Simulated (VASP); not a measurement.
A run of VASP 6.6.1 is set up as follows.

INCAR

```
PREC = Accurate
ENCUT = 520
EDIFF = 1E-7
ISMEAR = 1
SIGMA = 0.1
LREAL = False
LASPH = True
NELM = 100
ALGO = Normal
ISIF = 2
LWAVE = False
LCHARG = True
GGA = PE
LELF = True
LVHAR = True
NBANDS = 11
```

Contents of KPOINTS:

```
Automatic mesh
0
Gamma
  10 10 10
```

File POSCAR:

```
C
1.0
    0.0000000000      1.7951807415      1.7951807415
    1.7951807415      0.0000000000      1.7951807415
    1.7951807415      1.7951807415      0.0000000000
C
2
Direct
    0.0000000000      0.0000000000      0.0000000000
    0.2500000000      0.2500000000      0.2500000000
```

Potentials or basis: VASP PAW PBE potentials, release 64 (C).

Run with:

```bash
$ cat potpaw_PBE.64/C/POTCAR > POTCAR
$ mpirun -np 1 vasp_std > vasp.out
```

Task: What does it give for the pressure?

Result: -6.0 GPa.

Task: Estimate the band gap on the k mesh.

Result: 4.13 eV, indirect (least direct gap 5.54 eV).

A k mesh can miss the band edges. PBE gaps usually lie below the measured ones, often by a third to a half.
